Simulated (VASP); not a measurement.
MnSn3:

```
CELL_PARAMETERS angstrom
4.51425 0.00000 0.00000
0.00000 4.51425 0.00000
0.00000 0.00000 4.51425
ATOMIC_POSITIONS crystal
Sn 0.00000 0.50000 0.50000
Sn 0.50000 0.00000 0.50000
Sn 0.50000 0.50000 0.00000
Mn 0.00000 0.00000 0.00000
```

```yaml
Program: VASP 6.6.1
Task: relaxation of cell and atoms
Functional: PBEsol
Potentials_or_basis: VASP PAW PBE potentials, release 64 (Sn_d, Mn_pv)
Cutoff: 600 eV
k_mesh: 10 × 10 × 10
Occupations: gaussian, width 0.1 eV
Spin: no spin polarisation
```

At the start: pressure -6.6 GPa; volume 23.00 Å³/atom.

**Question.** How do energy, volume and symmetry change on relaxing?

**Answer.** Over 3 steps the energy falls by 51.8 meV/atom and the volume is 20.71 Å³/atom (-9.9 %); space group Pm-3m (No. 221, to 0.1 Å) before and after.

The path:
```tsv
step	energy change (eV)	largest force (eV/Å)	pressure (GPa)	volume (Å³)
1	0.0000	0.0000	-6.61	91.99
2	-0.1794	0.0000	3.12	79.93
3	-0.2072	0.0000	-0.04	82.86
```

Final structure:
```cif
data_structure
_symmetry_space_group_name_H-M 'P 1'
_symmetry_Int_Tables_number 1
_cell_length_a 4.3596
_cell_length_b 4.3596
_cell_length_c 4.3596
_cell_angle_alpha 90.000
_cell_angle_beta 90.000
_cell_angle_gamma 90.000
_cell_volume 82.86
loop_
_atom_site_label
_atom_site_type_symbol
_atom_site_fract_x
_atom_site_fract_y
_atom_site_fract_z
_atom_site_occupancy
Sn1 Sn 0.00000 0.50000 0.50000 1
Sn2 Sn 0.50000 0.00000 0.50000 1
Sn3 Sn 0.50000 0.50000 0.00000 1
Mn1 Mn 0.00000 0.00000 0.00000 1
```

Caveat: the PAW data sets were made with another functional, which shifts forces and pressure a little; the run has no spin polarisation, though such a crystal can be magnetic.
